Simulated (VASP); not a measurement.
Wanted: the native input for a VASP 6.6.1 run.

```
Task                   : single point
Functional             : PBEsol
Potentials or basis    : VASP PAW PBE potentials, release 64 (W_sv, C)
Cutoff                 : 520 eV
k mesh                 : 18 × 18 × 14
Occupations            : gaussian, width 0.1 eV
Spin                   : no spin polarisation
Dipole correction      : no
Further INCAR settings : ALGO = Normal; EDIFF = 1e-06; NBANDS = 16
```

The structure of WC lies in POSCAR:

```
WC
1.0
    2.8957562890      0.0000000000      0.0000000000
   -1.4478781445      2.5077985094      0.0000000000
    0.0000000000      0.0000000000      2.8258199505
W C
1 1
Direct
    0.0000000000      0.0000000000      0.0000000000
    0.6666666667      0.3333333333      0.5000000000
```

One way to write it, as run:

INCAR

```
SYSTEM = WC
PREC = Accurate
ENCUT = 520
EDIFF = 1E-6
ISMEAR = 0
SIGMA = 0.1
LREAL = .False.
LASPH = .True.
NELM = 100
ALGO = Normal
ISIF = 2
LWAVE = .False.
LCHARG = .False.
GGA = PS
NBANDS = 16
```

KPOINTS

```
Automatic mesh
0
Gamma
  18 18 14
  0 0 0
```

Potentials or basis: VASP PAW PBE potentials, release 64 (W_sv, C).

Run with:

```console
$ cat potpaw_PBE.64/W_sv/POTCAR potpaw_PBE.64/C/POTCAR > POTCAR
$ mpirun -np 1 vasp_std > vasp.out
```

It gave:

| Property | Result |
| --- | --- |
| Pressure | 2.3 GPa |
| Band gap on the k mesh | zero (band 9 reaches 11.73 eV, above the bottom of band 10 at 10.48 eV) |

Caveat: the PAW data sets were made with another functional, which shifts forces and pressure a little; spin-orbit coupling is left out, which moves the levels of the heavy elements.

It took 23 s on 1 thread of Intel(R) Xeon(R) 6975P-C (Granite Rapids) (shared host), peak memory 0.22 GiB.
